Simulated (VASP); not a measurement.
# RbSrBr3 in VASP: settings compared

Aim: see how the results for RbSrBr3 move with the level of theory and the settings. Levels: PBE, r2SCAN. Tasks: single point.

Program: VASP 6.6.1. These are calculated values, not measurements. Logs are shortened: lines on timing, memory, paths and dates and some standing lists are left out, and cuts for length are marked.

## 1. The cell of the first run

The structure is tetragonal, space group P4/mmm (No. 123). Conventional cell: a = 5.946 Å, b = 5.946 Å, c = 6.035 Å, α = 90.00°, β = 90.00°, γ = 90.00°. Within 5.5 Å of Rb (site symmetry 4/mmm) lie 12 Br at 4.20 to 4.24 Å and 8 Sr at 5.18 Å. Sr (site symmetry 4/mmm) has 6 Br at 2.97 to 3.02 Å within 3.9 Å. Br (site symmetry 4/mmm) has 2 Sr at 3.02 Å within 4.0 Å. Within 3.9 Å of Br (site symmetry mmm) lie 2 Sr at 2.97 Å.

## 2. Single point, PBE (uniaxial z strain +1.5%)

Input file INCAR:

```
SYSTEM = RbSrBr3
PREC = Accurate
ENCUT = 520
EDIFF = 1E-6
ISMEAR = -1
SIGMA = 0.02
LREAL = .FALSE.
LASPH = .TRUE.
NELM = 100
ALGO = Normal
ISIF = 2
LWAVE = .FALSE.
LCHARG = .FALSE.
GGA = PE
NBANDS = 28
```

Input file KPOINTS:

```
regular mesh
0
G
  4 4 4
  0 0 0
```

Input file POSCAR:

```
RbSrBr3
1.0
    5.9460751198      0.0000000000      0.0000000000
    0.0000000000      5.9460751198      0.0000000000
    0.0000000000      0.0000000000      6.0352662465
Rb Sr Br
1 1 3
Direct
    0.0000000000      0.0000000000      0.0000000000
    0.5000000000      0.5000000000      0.5000000000
    0.5000000000      0.5000000000      0.0000000000
    0.5000000000      0.0000000000      0.5000000000
    0.0000000000      0.5000000000      0.5000000000
```

Potentials or basis: VASP PAW PBE potentials, release 64 (Rb_sv, Sr_sv, Br).

Started as:

```console
cat potpaw_PBE.64/Rb_sv/POTCAR potpaw_PBE.64/Sr_sv/POTCAR potpaw_PBE.64/Br/POTCAR > POTCAR
mpirun -np 1 vasp_std > vasp.out
```

OUTCAR:

```text
SYSTEM = RbSrBr3
   PREC = Accurate
   ENCUT = 520
   EDIFF = 1E-6
   ISMEAR = -1
   LREAL = .FALSE.
   LASPH = .TRUE.
   NELM = 100
   ISIF = 2
   GGA = PE

 ion  position               nearest neighbor table
   1  0.000  0.000  0.000-   3 4.20   3 4.20   3 4.20   3 4.20   5 4.24   4 4.24   5 4.24   5 4.24
                             5 4.24   4 4.24   4 4.24   4 4.24   2 5.18   2 5.18   2 5.18   2 5.18
   2  0.500  0.500  0.500-   4 2.97   5 2.97   4 2.97   5 2.97   3 3.02   3 3.02   1 5.18   1 5.18
                             1 5.18   1 5.18   1 5.18   1 5.18   1 5.18   1 5.18
   3  0.500  0.500  0.000-   2 3.02   2 3.02   1 4.20   1 4.20   1 4.20   1 4.20
   4  0.500  0.000  0.500-   2 2.97   2 2.97   1 4.24   1 4.24   1 4.24   1 4.24
   5  0.000  0.500  0.500-   2 2.97   2 2.97   1 4.24   1 4.24   1 4.24   1 4.24

  LATTYP: Found a simple tetragonal cell.
 ALAT       =     5.9460751198
 C/A-ratio  =     1.0150000000

  Lattice vectors:

 A1 = (   5.9460751198,   0.0000000000,   0.0000000000)
 A2 = (   0.0000000000,   5.9460751198,   0.0000000000)
 A3 = (   0.0000000000,   0.0000000000,   6.0352662465)

Analysis of symmetry for initial positions (statically):
=====================================================================
 Subroutine PRICEL returns:
 Original cell was already a primitive cell.

 Routine SETGRP: Setting up the symmetry group for a
 simple tetragonal supercell.

 Subroutine GETGRP returns: Found 16 space group operations
 (whereof 16 operations were pure point group operations)
 out of a pool of 16 trial point group operations.

The static configuration has the point symmetry D_4h.

Analysis of symmetry for dynamics (positions and initial velocities):
=====================================================================
 Subroutine PRICEL returns:
 Original cell was already a primitive cell.

 Routine SETGRP: Setting up the symmetry group for a
 simple tetragonal supercell.

 Subroutine GETGRP returns: Found 16 space group operations
 (whereof 16 operations were pure point group operations)
 out of a pool of 16 trial point group operations.

The dynamic configuration has the point symmetry D_4h.

 Subroutine INISYM returns: Found 16 space group operations
 (whereof 16 operations are pure point group operations),
 and found     1 'primitive' translations

----------------------------------------------------------------------------------------

                                     Primitive cell

  volume of cell :     213.3817

  direct lattice vectors                    reciprocal lattice vectors
     5.946075120  0.000000000  0.000000000     0.168178165  0.000000000  0.000000000
     0.000000000  5.946075120  0.000000000     0.000000000  0.168178165  0.000000000
     0.000000000  0.000000000  6.035266246     0.000000000  0.000000000  0.165692773

  length of vectors
     5.946075120  5.946075120  6.035266246     0.168178165  0.168178165  0.165692773

  position of ions in fractional coordinates (direct lattice)
     0.000000000  0.000000000  0.000000000
     0.500000000  0.500000000  0.500000000
     0.500000000  0.500000000  0.000000000
     0.500000000  0.000000000  0.500000000
     0.000000000  0.500000000  0.500000000

  ion indices of the primitive-cell ions
   primitive index   ion index
                 1           1
                 2           2
                 3           3
                 4           4
                 5           5

----------------------------------------------------------------------------------------

 KPOINTS: regular mesh

Automatic generation of k-mesh.
 Grid dimensions read from file:
 generate k-points for:    4    4    4

 Generating k-lattice:

  Cartesian coordinates                     Fractional coordinates (reciprocal lattice)
     0.042044541  0.000000000  0.000000000     0.250000000  0.000000000  0.000000000
     0.000000000  0.042044541  0.000000000     0.000000000  0.250000000  0.000000000
     0.000000000  0.000000000  0.041423193     0.000000000  0.000000000  0.250000000

  Length of vectors
     0.042044541  0.042044541  0.041423193

  Shift w.r.t. Gamma in fractional coordinates (k-lattice)
     0.000000000  0.000000000  0.000000000

 Subroutine IBZKPT returns following result:
 ===========================================

 Found     18 irreducible k-points:

 Following reciprocal coordinates:
            Coordinates               Weight
  0.000000  0.000000  0.000000      1.000000
  0.250000  0.000000  0.000000      4.000000
  0.500000  0.000000  0.000000      2.000000
  0.250000  0.250000  0.000000      4.000000
  0.500000  0.250000  0.000000      4.000000
  0.500000  0.500000  0.000000      1.000000
[... 10 lines left out ...]
  0.500000  0.250000  0.500000      4.000000
  0.500000  0.500000  0.500000      1.000000
   k-points           NKPTS =     18   k-points in BZ     NKDIM =     18   number of bands    NBANDS=     28
   number of dos      NEDOS =    301   number of ions     NIONS =      5
   total plane-waves  NPLWV = 110592
   dimension x,y,z NGX =    48 NGY =   48 NGZ =   48
   dimension x,y,z NGXF=    96 NGYF=   96 NGZF=   96
   ions per type =               1   1   3
   NGX,Y,Z   is equivalent  to a cutoff of  13.42, 13.42, 13.22 a.u.
   NGXF,Y,Z  is equivalent  to a cutoff of  26.84, 26.84, 26.44 a.u.
 SYSTEM =  RbSrBr3
   PREC   = accura    normal or accurate (medium, high low for compatibility)
   ISTART =      0    job   : 0-new  1-cont  2-samecut
   ICHARG =      2    charge: 1-file 2-atom 10-const
   ISPIN  =      1    spin polarized calculation?
   LNONCOLLINEAR =      F non collinear calculations
   LSORBIT =      F    spin-orbit coupling
   LASPH  =      T    aspherical Exc in radial PAW
   ENCUT  =  520.0 eV  38.22 Ry    6.18 a.u.  11.06 11.06 11.22*2*pi/ulx,y,z
   NELM   =    100;   NELMIN=  2; NELMDL= -5     # of ELM steps
   EDIFF  = 0.1E-05   stopping-criterion for ELM
   LREAL  =      F    real-space projection
   EDIFFG = 0.1E-04   stopping-criterion for IOM
   NSW    =      0    number of steps for IOM
   IBRION =     -1    ionic relax: 0-MD 1-quasi-New 2-CG
   NFREE  =      0    steps in history (QN), initial steepest desc. (CG)
   ISIF   =      2    stress and relaxation
   ISYM   =      2    0-nonsym 1-usesym 2-fastsym
   POTIM  = 0.5000    time-step for ionic-motion
   TEBEG  =    0.0;   TEEND  =   0.0 temperature during run
   PSTRESS=    0.0 pullay stress
   NELECT =      40.0000    total number of electrons
   NUPDOWN=      -1.0000    fix difference up-down
   EMIN   =  10.00;   EMAX   =-10.00  energy-range for DOS
   EFERMI =   0.00;   METHOD = LEGACY
   ISMEAR =    -1;   SIGMA  =   0.02  broadening in eV -4-tet -1-fermi 0-gaus
   EFERMI_NEDOS =   21; number of points for ismear=-14 and -15
   IALGO  =     38    algorithm
   IMIX   =      4    mixing-type and parameters
     AMIX     =   0.40;   BMIX     =  1.00
     AMIX_MAG =   1.60;   BMIX_MAG =  1.00
  volume/ion in A,a.u.               =      42.68       287.99
  Fermi-wavevector in a.u.,A,eV,Ry     =   0.936934  1.770549 11.943816  0.877846
  Thomas-Fermi vector in A             =   2.063994
   LORBIT       =      0    0 simple, 1 ext, 2 COOP (PROOUT), +10 PAW based schemes
   GGA     = PE    functional components
   LHFCALC =     F    Hartree Fock is set to
   AEXX    =    0.0000 exact exchange contribution
   IVDW    =     0    specifies the selected vdW correction
   LEPSILON=     F    determine dielectric tensor
   LRPA    =     F    only Hartree local field effects (RPA)
 non-spin polarized calculation
  energy-cutoff  :      520.00
  volume of cell :      213.38
 maximum number of plane-waves:      5784
 NGX is ok and might be reduce to    48
   NGX = 23   NGY = 23   NGZ = 23

 number of electron      39.9999993 magnetization

 Free energy of the ion-electron system (eV)
  ---------------------------------------------------
  ext. energy  EPLUGINS =         0.00000000
  ---------------------------------------------------
  free energy    TOTEN  =       -17.28500798 eV

  energy without entropy =      -17.28500798  energy(sigma->0) =      -17.28500798

 E-fermi :  -1.0137     XC(G=0):  -7.0317

 val. band max:       -1.4954350070   @ k =   0.5000   0.5000   0.5000
 cond. band min:       2.3895683893   @ k =   0.0000   0.0000   0.0000
 fundamental gap:      3.8850033963
 Fermi energy:        -1.0136951831

 k-point     1 :       0.0000    0.0000    0.0000
  band No.  band energies     occupation
      1     -34.5537      2.00000
      2     -27.0917      2.00000
      3     -16.6410      2.00000
      4     -16.6410      2.00000
      5     -16.6300      2.00000
      6     -14.2394      2.00000
[... 20 lines left out ...]
     27       5.2428      0.00000
     28       5.4685      0.00000

 k-point     2 :       0.2500    0.0000    0.0000
  band No.  band energies     occupation
      1     -34.5536      2.00000
      2     -27.0916      2.00000
      3     -16.7141      2.00000
      4     -16.6406      2.00000
      5     -16.6296      2.00000
      6     -14.1897      2.00000
[... 20 lines left out ...]
     27       5.3629      0.00000
     28       5.4919      0.00000

 k-point     3 :       0.5000    0.0000    0.0000
  band No.  band energies     occupation
      1     -34.5535      2.00000
      2     -27.0916      2.00000
      3     -16.7811      2.00000
      4     -16.6402      2.00000
      5     -16.6293      2.00000
      6     -14.1722      2.00000
[... 20 lines left out ...]
     27       5.6652      0.00000
     28       5.6970      0.00000

 k-point     4 :       0.2500    0.2500    0.0000
  band No.  band energies     occupation
      1     -34.5535      2.00000
      2     -27.0916      2.00000
      3     -16.7142      2.00000
      4     -16.7131      2.00000
      5     -16.6293      2.00000
      6     -14.1176      2.00000
[... 392 lines left out ...]
     27       6.1303      0.00000
     28       6.1648      0.00000

 k-point    17 :       0.5000    0.2500    0.5000
  band No.  band energies     occupation
      1     -34.5533      2.00000
      2     -27.0915      2.00000
      3     -16.7800      2.00000
      4     -16.7426      2.00000
      5     -16.7126      2.00000
      6     -13.9789      2.00000
[... 20 lines left out ...]
     27       5.9737      0.00000
     28       6.5121      0.00000

 k-point    18 :       0.5000    0.5000    0.5000
  band No.  band energies     occupation
      1     -34.5532      2.00000
      2     -27.0914      2.00000
      3     -16.7794      2.00000
      4     -16.7794      2.00000
      5     -16.7422      2.00000
      6     -13.8380      2.00000
[... 20 lines left out ...]
     27       6.0733      0.00000
     28       6.9444      0.00000

------------------------ aborting loop because EDIFF is reached ----------------------------------------

  FORCE on cell =-STRESS in cart. coord.  units (eV):
  Direction    XX          YY          ZZ          XY          YZ          ZX
  --------------------------------------------------------------------------------------
  -------------------------------------------------------------------------------------
  Total        0.5851131      0.5851131     -0.1233896      0.0000000      0.0000000      0.0000000
  in kB        4.3933233      4.3933233     -0.9264714      0.0000000      0.0000000      0.0000000
  external PRESSURE =       2.6200584 kB  Pullay stress =       0.0000000 kB

 VOLUME and BASIS-vectors are now :
 -----------------------------------------------------------------------------
  energy-cutoff  :      520.00
  volume of cell :      213.38
      direct lattice vectors                 reciprocal lattice vectors
     5.946075120  0.000000000  0.000000000     0.168178165  0.000000000  0.000000000
     0.000000000  5.946075120  0.000000000     0.000000000  0.168178165  0.000000000
     0.000000000  0.000000000  6.035266246     0.000000000  0.000000000  0.165692773

 POSITION                                       TOTAL-FORCE (eV/Angst)
 -----------------------------------------------------------------------------------
      0.00000      0.00000      0.00000         0.000000      0.000000      0.000000
      2.97304      2.97304      3.01763         0.000000      0.000000      0.000000
      2.97304      2.97304      0.00000         0.000000      0.000000      0.000000
      2.97304      0.00000      3.01763         0.000000      0.000000      0.000000
      0.00000      2.97304      3.01763         0.000000      0.000000      0.000000
 -----------------------------------------------------------------------------------
    total drift:                                0.000000     -0.000000     -0.000000

  FREE ENERGIE OF THE ION-ELECTRON SYSTEM (eV)
  ---------------------------------------------------
  free  energy   TOTEN  =       -17.2850079819 eV

  energy  without entropy=      -17.2850079819  energy(sigma->0) =      -17.28500798
```

Wall time 2.1 min (1 thread of Intel Xeon 8259CL, shared host); peak memory 0.38 GiB.

What came out:

* Free energy: -17.2850 eV
* Pressure: 0.3 GPa
* Band gap on the k mesh: 3.88 eV (least direct gap 4.13 eV)

Stress tensor (GPa, compression positive):
```
 0.44  0.00  0.00
 0.00  0.44  0.00
 0.00  0.00 -0.09
```

Levels at points of the mesh, in eV from the valence-band top:
```tsv
k point	band 18	band 19	band 20	band 21	band 22	band 23
(0.00, 0.00, 0.00)	-0.25	-0.24	-0.24	3.89	5.21	5.21
(0.50, 0.00, 0.00)	-0.55	-0.33	-0.33	5.41	5.59	5.60
(0.50, 0.50, 0.00)	-0.66	-0.66	-0.01	6.26	6.45	6.51
(0.00, 0.00, 0.50)	-0.56	-0.32	-0.32	5.40	5.53	5.64
(0.50, 0.00, 0.50)	-0.69	-0.69	-0.03	6.25	6.42	6.49
(0.50, 0.50, 0.50)	-0.02	-0.02	0.00	5.38	6.30	6.30
```

Caveat: the cell differs from its parent crystal (uniaxial z strain +1.5%). A k mesh can miss the band edges.

## 3. Single point, PBE (shear xy strain -2.0%)

Input file INCAR:

```
PREC = Accurate
ENCUT = 520
EDIFF = 1E-7
ISMEAR = -1
SIGMA = 0.02
LREAL = F
LASPH = T
NELM = 100
ALGO = Normal
ISIF = 2
LWAVE = F
LCHARG = F
GGA = PE
NBANDS = 28
```

Input file KPOINTS:

```
regular mesh
0
Gamma
  4 4 4
```

Changes to POSCAR since step 2:

```diff
@@ -2,5 +2,5 @@
 1.0
-    5.9460751198      0.0000000000      0.0000000000
-    0.0000000000      5.9460751198      0.0000000000
-    0.0000000000      0.0000000000      6.0352662465
+    5.9460751198     -0.0594607512      0.0000000000
+   -0.0594607512      5.9460751198      0.0000000000
+    0.0000000000      0.0000000000      5.9460751198
 Rb Sr Br
```

Potentials or basis: VASP PAW PBE potentials, release 64 (Rb_sv, Sr_sv, Br).

Started as:

```console
cat potpaw_PBE.64/Rb_sv/POTCAR potpaw_PBE.64/Sr_sv/POTCAR potpaw_PBE.64/Br/POTCAR > POTCAR
mpirun -np 1 vasp_std > vasp.out
```

Wall time 2.6 min (1 thread of Intel Xeon 8259CL, shared host); peak memory 0.4 GiB.

Results (log left out):

```
Free energy            : -17.2797 eV
Pressure               : 0.5 GPa
Band gap on the k mesh : 3.91 eV (least direct gap 4.13 eV)
```

Stress tensor (GPa, compression positive):
```
0.53 0.08 0.00
0.08 0.53 0.00
0.00 0.00 0.53
```

Levels at points of the mesh, in eV from the valence-band top:
```
           k point  band 18  band 19  band 20  band 21  band 22  band 23
(0.00, 0.00, 0.00)    -0.26    -0.24    -0.21     3.91     5.20     5.21
(0.50, 0.00, 0.00)    -0.57    -0.32    -0.32     5.41     5.61     5.67
(0.50, 0.50, 0.00)    -0.70    -0.69    -0.01     6.31     6.48     6.54
(0.00, 0.00, 0.50)    -0.57    -0.37    -0.28     5.40     5.62     5.69
(0.50, 0.00, 0.50)    -0.69    -0.69    -0.01     6.31     6.48     6.51
(0.50, 0.50, 0.50)    -0.01     0.00     0.00     5.40     6.30     6.33
```

Caveat: the cell differs from its parent crystal (shear xy strain -2.0%). A k mesh can miss the band edges.

## 4. Single point, r2SCAN (uniaxial z strain +1.5%)

Changes to POSCAR since step 3:

```diff
@@ -2,5 +2,5 @@
 1.0
-    5.9460751198     -0.0594607512      0.0000000000
-   -0.0594607512      5.9460751198      0.0000000000
-    0.0000000000      0.0000000000      5.9460751198
+    5.9460751198      0.0000000000      0.0000000000
+    0.0000000000      5.9460751198      0.0000000000
+    0.0000000000      0.0000000000      6.0352662465
 Rb Sr Br
```

Input file INCAR.step1:

```
PREC = Accurate
ENCUT = 520
ISMEAR = 0
SIGMA = 0.01
LREAL = F
LASPH = T
NELM = 100
NBANDS = 28
GGA = PE
ALGO = Normal
EDIFF = 1E-4
LWAVE = T
LCHARG = F
```

Input file INCAR.step2:

```
PREC = Accurate
ENCUT = 520
EDIFF = 1E-7
ISMEAR = 0
SIGMA = 0.01
LREAL = F
LASPH = T
NELM = 100
ALGO = Normal
ISIF = 2
LWAVE = F
LCHARG = F
METAGGA = R2SCAN
LMIXTAU = T
NBANDS = 28
ISTART = 1
```

Input file KPOINTS:

```
Automatic mesh
0
Gamma
  4 4 4
```

Started as:

```console
cat potpaw_PBE.64/Rb_sv/POTCAR potpaw_PBE.64/Sr_sv/POTCAR potpaw_PBE.64/Br/POTCAR > POTCAR
cp INCAR.step1 INCAR
mpirun -np 1 vasp_std > vasp.out
cp INCAR.step2 INCAR
mpirun -np 1 vasp_std > vasp.out
```

Run time: 7.7 min. Hardware: 1 thread of Intel Xeon 8259CL, shared host; peak memory 0.44 GiB.

The run converged. Its results:

- Free energy: -79.7920 eV
- Pressure: -0.2 GPa
- Band gap on the k mesh: 4.56 eV (least direct gap 4.81 eV)

Stress tensor (GPa, compression positive):
```
-0.02  0.00  0.00
 0.00 -0.02  0.00
 0.00  0.00 -0.58
```

Levels at points of the mesh, in eV from the valence-band top:
| k point | band 16 | band 17 | band 18 | band 19 | band 20 | band 21 | band 22 | band 23 | band 24 | band 25 |
| --- | --- | --- | --- | --- | --- | --- | --- | --- | --- | --- |
| (0.00, 0.00, 0.00) | -0.46 | -0.46 | -0.26 | -0.25 | -0.25 | 4.56 | 5.79 | 5.79 | 5.79 | 6.68 |
| (0.50, 0.00, 0.00) | -0.74 | -0.73 | -0.56 | -0.34 | -0.33 | 6.00 | 6.28 | 6.28 | 7.05 | 7.05 |
| (0.50, 0.50, 0.00) | -0.76 | -0.76 | -0.67 | -0.67 | -0.01 | 7.05 | 7.13 | 7.13 | 7.23 | 7.66 |
| (0.00, 0.00, 0.50) | -0.69 | -0.69 | -0.57 | -0.33 | -0.33 | 5.98 | 6.22 | 6.32 | 6.96 | 6.96 |
| (0.50, 0.00, 0.50) | -0.75 | -0.71 | -0.70 | -0.70 | -0.03 | 7.04 | 7.04 | 7.11 | 7.34 | 7.62 |
| (0.50, 0.50, 0.50) | -1.35 | -1.29 | -0.02 | -0.02 | 0.00 | 6.11 | 6.98 | 6.98 | 7.00 | 8.18 |

Caveat: the cell differs from its parent crystal (uniaxial z strain +1.5%); the PAW data sets were made with another functional, which shifts forces and pressure a little. A k mesh can miss the band edges.

## 5. Overview

| level | cell | smearing | gap on the mesh (eV) | pressure (GPa) |
| --- | --- | --- | --- | --- |
| PBE | a = 5.946, b = 5.946, c = 6.035 Å, 5 atoms | fermi-dirac 0.02 eV | 3.88 | 0.3 |
| PBE | a = 5.946 Å, angles 90.0, 90.0, 91.1°, 5 atoms | fermi-dirac 0.02 eV | 3.91 | 0.5 |
| r2SCAN | a = 5.946, b = 5.946, c = 6.035 Å, 5 atoms | gaussian 0.01 eV | 4.56 | -0.2 |

Alike in all rows: task single point; potentials or basis VASP PAW PBE potentials, release 64 (Rb_sv, Sr_sv, Br); no spin polarisation; k mesh 4 × 4 × 4; cutoff (eV) 520.

Caveats: the PAW data sets were made with another functional, which shifts forces and pressure a little (at least some runs).

Total energies depend on the potentials used, so only differences within one code and one set of settings carry meaning.
